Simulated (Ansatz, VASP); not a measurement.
**Two plane-wave programs on ZnO**

INCAR

```
SYSTEM = ZnO
PREC = Accurate ; ENCUT = 520
EDIFF = 1E-6 ; ISMEAR = 0
SIGMA = 0.05 ; LREAL = .False.
LASPH = .True. ; NELM = 100
ALGO = Normal ; ISIF = 2
LWAVE = .False. ; LCHARG = .False.
GGA = PE ; NBANDS = 26
```

File KPOINTS:

```
regular mesh
0
Gamma
  12 12 6
  0 0 0
```

POSCAR

```
ZnO
1.0
    3.4302836265      0.0000000000      0.0000000000
   -1.7151418132      2.9707127627      0.0000000000
    0.0000000000      0.0000000000      4.6694587936
Zn O
2 2
Direct
    0.3333333333      0.6666666667      0.0000000000
    0.6666666667      0.3333333333      0.5000000000
    0.3333333333      0.6666666667      0.3821000000
    0.6666666667      0.3333333333      0.8821000000
```

Input for Ansatz:

```yaml
crystal:
  lattice:
    - [3.4302836265, 0.0, 0.0]
    - [-1.7151418132, 2.9707127627, 0.0]
    - [0.0, 0.0, 4.6694587936]
  atoms:
    - { symbol: Zn, position: [0.3333333333, 0.6666666667, 0.0] }
    - { symbol: Zn, position: [0.6666666667, 0.3333333333, 0.5] }
    - { symbol: O, position: [0.3333333333, 0.6666666667, 0.3821] }
    - { symbol: O, position: [0.6666666667, 0.3333333333, 0.8821] }
basis:
  ecutwfc: 420
kpoints:
  mp_grid: { grid: [12, 12, 6] }
hamiltonian:
  xc: pbe
scf:
  occupations: { method: gaussian, width: 0.05 }
output:
  forces: true
  stress: true
  eigenvalues: true
```

Alike in both runs: task single point; functional PBE; k mesh 12 × 12 × 6; occupations gaussian, width 0.05 eV; no spin polarisation.

```csv
,VASP,Ansatz
version,VASP 6.6.1,Ansatz 0.2.0
potentials or method,"VASP PAW PBE potentials, release 64 (Zn, O), cutoff 520 eV","scalar-relativistic, plane waves, PAW"
valence electrons in the cell,36,36
```

VASP gave:

* gap on the k mesh at the Fermi level (eV): 0.80
* least direct gap on the mesh (eV): 0.80
* pressure (GPa): 11.9
* traceless stress, the component that is largest in VASP (GPa): 30.22
* rms of the force components (eV/Å): 1.533

Question: Which values does Ansatz return?

Answer: gap on the k mesh at the Fermi level (eV): 0.82; least direct gap on the mesh (eV): 0.82; pressure (GPa): 10.7; traceless stress, the component that is largest in VASP (GPa): 29.14; rms of the force components (eV/Å): 1.460.

Atom by atom the forces differ by 0.074 eV/Å (rms over components). The functional is the same, so the differences come from potentials, cutoffs and numerics.
